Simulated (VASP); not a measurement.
MoSe:

```
Mo Se
1.0
     0.00000    2.84052    2.84052
     2.84052    0.00000    2.84052
     2.84052    2.84052    0.00000
Mo Se
1 1
Direct
  0.00000 0.00000 0.00000
  0.25000 0.25000 0.25000
```

Base run:

* Program: VASP 6.6.1
* Functional: LDA
* Potentials or basis: VASP PAW LDA potentials, release 64 (Mo_sv, Se)
* Cutoff: 520 eV
* k mesh: 10 × 10 × 10
* Occupations: gaussian, width 0.05 eV
* Spin: collinear spin, ferromagnetic start
* Starting moments: [0.91, 0.0] μB

Its results: pressure -7.7 GPa; net moment 0.00 μB per cell.

**Question.** The run is repeated on the same cell with these changes: functional from LDA to PBEsol; potentials or basis from VASP PAW LDA potentials, release 64 (Mo_sv, Se) to VASP PAW PBE potentials, release 64 (Mo_sv, Se). What comes out?

**Answer.** Pressure -4.1 GPa; net moment 1.14 μB per cell; site moments Mo +1.00; Se -0.01 μB.

Caveats: the PAW data sets were made with another functional, which shifts forces and pressure a little (some runs).
